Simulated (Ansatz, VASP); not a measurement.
Au: VASP beside Ansatz

The input POSCAR:

```
Au
1.0
    1.2984051678     -2.3514583830      0.0000000000
    1.2984051678      2.3514583830      0.0000000000
    0.0000000000      0.0000000000      4.6974428256
Au
2
Direct
    0.6653279700      0.3346720300      0.2500000000
    0.3346720300      0.6653279700      0.7500000000
```

INCAR.step1

```
ALGO = Normal
EDIFF = 1E-4
ENCUT = 520
GGA = PE
ISMEAR = 0
LASPH = True
LCHARG = False
LREAL = False
LWAVE = True
NBANDS = 18
NELM = 100
PREC = Accurate
SIGMA = 0.15
```

Contents of INCAR.step2:

```
ALGO = Normal
EDIFF = 1E-6
ENCUT = 520
ISIF = 2
ISMEAR = 0
ISTART = 1
LASPH = True
LCHARG = False
LMIXTAU = True
LREAL = False
LWAVE = False
METAGGA = R2SCAN
NBANDS = 18
NELM = 100
PREC = Accurate
SIGMA = 0.15
```

Contents of KPOINTS:

```
k-points
0
Gamma
  20 20 10
```

Input for Ansatz:

```yaml
crystal:
  lattice:
    - [1.2984051678, -2.351458383, 0.0]
    - [1.2984051678, 2.351458383, 0.0]
    - [0.0, 0.0, 4.6974428256]
  atoms:
    - { symbol: Au, position: [0.66532797, 0.33467203, 0.25] }
    - { symbol: Au, position: [0.33467203, 0.66532797, 0.75] }
basis:
  ecutwfc: 500
kpoints:
  mp_grid: { grid: [20, 20, 10] }
hamiltonian:
  xc: r2scan
scf:
  occupations: { method: gaussian, width: 0.15 }
output:
  forces: true
  stress: true
  eigenvalues: true
```

Change from the starting cell: strain -0.080 along x and y, -0.040 along z, atoms carried along.

Alike in both runs: task single point; functional r2SCAN; k mesh 20 × 20 × 10; occupations gaussian, width 0.15 eV; no spin polarisation.

```csv
,VASP,Ansatz
version,VASP 6.6.1,Ansatz 0.2.0
potentials or method,"VASP PAW PBE potentials, release 64 (Au), cutoff 520 eV","scalar-relativistic, plane waves, PAW"
valence electrons in the cell,22,38
```

Ansatz gave:

- gap on the k mesh at the Fermi level (eV): none
- pressure (GPa): 57.9
- traceless stress, the component that is largest in VASP (GPa): 13.86
- rms of the force components (eV/Å): 0.029

Question: What did VASP give for the same quantities?

Answer: gap on the k mesh at the Fermi level (eV): none; pressure (GPa): 59.1; traceless stress, the component that is largest in VASP (GPa): 14.03; rms of the force components (eV/Å): 0.030.

VASP's potentials were made for PBE, not for r2SCAN. Atom by atom the forces differ by 0.001 eV/Å (rms over components). A gap of «none» marks a metal or a gap that the smearing closes. Both programs put the cell under a high pressure, so it lies far from rest at this level. VASP's potentials hold 22 valence electrons a cell and Ansatz's 38, so a difference there can come from the potentials and not from the codes.

Neither program's run includes spin-orbit coupling.
